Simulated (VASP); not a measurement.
A run of VASP 6.6.1:

INCAR

```
SYSTEM = PtSe2
PREC = Accurate
ENCUT = 520
EDIFF = 1E-6
ISMEAR = -1
SIGMA = 0.05
LREAL = .False.
LASPH = .True.
NELM = 100
ALGO = Normal
ISIF = 2
LWAVE = .False.
LCHARG = .False.
GGA = B5
ALDAX = 1.0
AGGAX = 1.0
AGGAC = 1.0
ALDAC = 0.0
IVDW = 12
VDW_S6 = 1.0
VDW_S8 = 2.6996
VDW_A1 = 0.4298
VDW_A2 = 4.2359
NBANDS = 18
```

Contents of KPOINTS:

```
Automatic mesh
0
Gamma
  8 8 5
  0 0 0
```

The input POSCAR:

```
PtSe2
1.0
    3.6736695059      0.0000000000      0.0000000000
   -1.8368347530      3.1814911172      0.0000000000
    0.0000000000      0.0000000000      4.9935862081
Pt Se
1 2
Direct
    0.0000000000      0.0000000000      0.0000000000
    0.6666666667      0.3333333333      0.7500000000
    0.3333333333      0.6666666667      0.2500000000
```

Potentials or basis: VASP PAW PBE potentials, release 64 (Pt, Se).

Run with:

```console
$ cat potpaw_PBE.64/Pt/POTCAR potpaw_PBE.64/Se/POTCAR > POTCAR
$ mpirun -np 1 vasp_std > vasp.out
```

Hardware: 1 thread of Intel(R) Xeon(R) Platinum 8259CL CPU @ 2.50GHz (Skylake/Cascade Lake), with other jobs on the host.

**Question.** How long does it take, and how much memory?

**Answer.** Wall time 86 s on 1 thread of Intel(R) Xeon(R) Platinum 8259CL CPU @ 2.50GHz (Skylake/Cascade Lake), on a shared host, peak memory 0.21 GiB. Counts: scf iterations 13, k points 40.
